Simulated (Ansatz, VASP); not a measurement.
## Two plane-wave programs on MgS

```
Mg S
1.0
     0.00000    2.84861    2.84861
     2.84861    0.00000    2.84861
     2.84861    2.84861    0.00000
Mg S
1 1
Direct
  0.00000 0.00000 0.00000
  0.75000 0.75000 0.75000
```

Alike in both runs: task single point; functional r2SCAN; k mesh 8 × 8 × 8; occupations gaussian, width 0.02 eV; no spin polarisation.

|  | VASP | Ansatz |
| --- | --- | --- |
| version | VASP 6.6.1 | Ansatz 0.2.0 |
| potentials or method | VASP PAW PBE potentials, release 64 (Mg, S), cutoff 520 eV | scalar-relativistic, plane waves, PAW |
| valence electrons in the cell | 8 | 16 |

|  | VASP | Ansatz | Ansatz less VASP |
| --- | --- | --- | --- |
| gap on the k mesh at the Fermi level (eV) | 4.03 | 4.04 | +0.013 |
| least direct gap on the mesh (eV) | 4.03 | 4.04 | +0.013 |
| pressure (GPa) | -1.4 | -1.1 | +0.28 |

VASP's potentials were made for PBE, not for r2SCAN. The functional is the same, so the differences come from potentials, cutoffs and numerics. VASP's potentials hold 8 valence electrons a cell and Ansatz's 16, so a difference there can come from the potentials and not from the codes.
